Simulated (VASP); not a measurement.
Here is a VASP 6.6.1 calculation.

Contents of INCAR:

```
SYSTEM = C9O
PREC     = Accurate       ! precision mode
ENCUT    = 520            ! plane-wave cutoff, eV
EDIFF    = 1E-6           ! SCF threshold, eV
ISMEAR   = 0              ! smearing method
SIGMA    = 0.1            ! smearing width, eV
LREAL    = .FALSE.        ! projectors in reciprocal space
LASPH    = .TRUE.         ! aspherical terms in the spheres
NELM     = 100            ! most SCF steps
ALGO     = Normal         ! electronic algorithm
ISIF     = 2              ! what is computed and relaxed
LWAVE    = .FALSE.        ! write WAVECAR
LCHARG   = .FALSE.        ! write CHGCAR
LDIPOL   = .TRUE.       
IDIPOL   = 3            
DIPOL    = 0.5 0.5 0.288
GGA      = PE             ! functional
IVDW     = 12             ! dispersion correction
NBANDS   = 32             ! bands
```

File KPOINTS:

```
regular mesh
0
G
  6 6 1
  0 0 0
```

Contents of POSCAR:

```
C9O
1.0
    4.9313048819      0.0000000000      0.0000000000
   -2.4656524409      4.2706353015      0.0000000000
    0.0000000000      0.0000000000     16.6500331942
C O
9 1
Direct
    0.3333333333      0.1666666667      0.2402417549
    0.3333333333      0.6666666667      0.2402417549
    0.8333333333      0.1666666667      0.2402417549
    0.8333333333      0.6666666667      0.2402417549
    0.1666666667      0.3333333333      0.2402397613
    0.1666666667      0.8333333333      0.2402397613
    0.6666666667      0.3333333333      0.2402397613
    0.6666666667      0.8333333333      0.2402397613
    0.3333333333      0.2500000000      0.4445260491
    0.3333333333      0.2500000000      0.5127548393
```

Potentials or basis: VASP PAW PBE potentials, release 64 (C, O).

The run is started by

```bash
$ cat potpaw_PBE.64/C/POTCAR potpaw_PBE.64/O/POTCAR > POTCAR
$ mpirun -np 1 vasp_std > vasp.out
```

Problem. Predict the dispersion energy per atom.

Solution. -0.083 eV.

Problem. Estimate the largest force.

Solution. 0.879 eV/Å.

Problem. Predict the band gap on the k mesh.

Solution. 0.01 eV.

Forces in eV/Å, atoms in the order of the input:
```
C   -0.003  0.003 -0.052
C    0.002 -0.020  0.014
C    0.011  0.008  0.012
C    0.004 -0.010  0.019
C    0.023 -0.011 -0.020
C   -0.003  0.035  0.004
C   -0.031 -0.012 -0.002
C   -0.003  0.000  0.024
C    0.000  0.010 -0.878
O    0.000 -0.003  0.879
```
